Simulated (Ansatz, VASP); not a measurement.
Te2Mo: VASP beside Ansatz

The input INCAR:

```
SYSTEM = Te2Mo
PREC = Accurate
ENCUT = 520
EDIFF = 1E-7
ISMEAR = 0
SIGMA = 0.02
LREAL = .False.
LASPH = .True.
NELM = 100
ALGO = Normal
ISIF = 2
LWAVE = .False.
LCHARG = .True.
GGA = CA
LELF = .True.
LVHAR = .True.
NBANDS = 20
```

Contents of KPOINTS:

```
regular mesh
0
Gamma
  12 12 2
  0 0 0
```

POSCAR

```
Te2Mo
1.0
    3.5705444614      0.0000000000      0.0000000000
   -1.7852722307      3.0921822089      0.0000000000
    0.0000000000      0.0000000000     17.2034307608
Te Mo
2 1
Direct
    0.3333333333      0.6666666667      0.8979333162
    0.3333333333      0.6666666667      0.1020666838
    0.0000000000      0.0000000000      0.0000000000
```

Input for Ansatz:

```yaml
crystal:
  lattice:
    - [3.5705444614, 0.0, 0.0]
    - [-1.7852722307, 3.0921822089, 0.0]
    - [0.0, 0.0, 17.2034307608]
  atoms:
    - { symbol: Te, position: [0.3333333333, 0.6666666667, 0.8979333162] }
    - { symbol: Te, position: [0.3333333333, 0.6666666667, 0.1020666838] }
    - { symbol: Mo, position: [0.0, 0.0, 0.0] }
basis:
  ecutwfc: 420
kpoints:
  mp_grid: { grid: [12, 12, 2] }
  band_path: { path: [VBM, CBM], npoints: 2 }
hamiltonian:
  xc: lda
scf:
  occupations: { method: gaussian, width: 0.02 }
output:
  forces: true
  stress: true
  eigenvalues: true
checkpoint:
  read: start.run
  write: ck
  compress: false
  write_wavefunctions: false
  write_every: 100000
```

Alike in both runs: task single point; functional LDA; k mesh 12 × 12 × 2; occupations gaussian, width 0.02 eV; no spin polarisation.

```csv
,VASP,Ansatz
version,VASP 6.6.1,Ansatz 0.2.0
potentials or method,"VASP PAW LDA potentials, release 64 (Te, Mo_sv), cutoff 520 eV","scalar-relativistic, plane waves, PAW"
valence electrons in the cell,26,46
```

|  | VASP | Ansatz | Ansatz less VASP |
| --- | --- | --- | --- |
| gap on the k mesh at the Fermi level (eV) | 0.99 | 0.99 | 0.000 |
| least direct gap on the mesh (eV) | 0.99 | 0.99 | 0.000 |
| rms of the force components (eV/Å) | 0.027 | 0.000 | -0.0263 |

LDA's correlation is that of Perdew and Zunger in VASP and of Perdew and Wang (1992) in Ansatz. Atom by atom the forces differ by 0.027 eV/Å (rms over components). VASP's potentials hold 26 valence electrons a cell and Ansatz's 46, so a difference there can come from the potentials and not from the codes.

Neither program's run includes spin-orbit coupling.
